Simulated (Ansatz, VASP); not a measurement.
# MoSe in VASP and in Ansatz

```
CELL_PARAMETERS angstrom
3.57985 0.00000 0.00000
0.00000 3.57985 0.00000
0.00000 0.00000 3.57985
ATOMIC_POSITIONS crystal
Mo 0.00000 0.00000 0.00000
Se 0.50000 0.50000 0.50000
```

Alike in both runs: task single point; functional PBE; k mesh 12 × 12 × 12; occupations gaussian, width 0.1 eV; no spin polarisation; Hubbard terms Mo d U = 4.38 eV.

```csv
,VASP,Ansatz
version,VASP 6.6.1,Ansatz 0.2.0
potentials or method,"VASP PAW PBE potentials, release 64 (Mo_sv, Se), cutoff 520 eV","scalar-relativistic, plane waves, PAW"
valence electrons in the cell,20,30
```

|  | VASP | Ansatz | Ansatz less VASP |
| --- | --- | --- | --- |
| gap on the k mesh at the Fermi level (eV) | 0.63 | 0.74 | +0.108 |
| least direct gap on the mesh (eV) | 1.08 | 1.13 | +0.055 |
| pressure (GPa) | -13.3 | -12.4 | +0.92 |

The programs project onto different local orbitals, so the same U acts differently, and such runs can settle in different states. VASP's potentials hold 20 valence electrons a cell and Ansatz's 30, so a difference there can come from the potentials and not from the codes. Ansatz's warnings: negative dielectric reading.
